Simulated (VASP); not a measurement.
Ir:

```
Ir
1.0
     0.00000    1.91121    1.91121
     1.91121    0.00000    1.91121
     1.91121    1.91121    0.00000
Ir
1
Cartesian
  0.0000 0.0000 0.0000
```

Base run:

* Program: VASP 6.6.1
* Functional: PBEsol
* Potentials or basis: VASP PAW PBE potentials, release 64 (Ir)
* Cutoff: 520 eV
* k mesh: 12 × 12 × 12
* Occupations: fermi-dirac, width 0.05 eV
* Spin: no spin polarisation

Its results: pressure 3.0 GPa.

**Question.** The run is repeated on the same cell with these changes: potentials or basis from VASP PAW PBE potentials, release 64 (Ir) to VASP PAW PBE potentials, release 64 (Ir_sv_GW); cutoff from 520 eV to 500 eV; further incar settings from ALGO = Normal; EDIFF = 1e-07; NBANDS = 10 to ALGO = Normal; EDIFF = 1e-06; NBANDS = 14; valence electrons from 9 to 17. What comes out?

**Answer.** Pressure -1.3 GPa.

Caveats: the PAW data sets were made with another functional, which shifts forces and pressure a little.
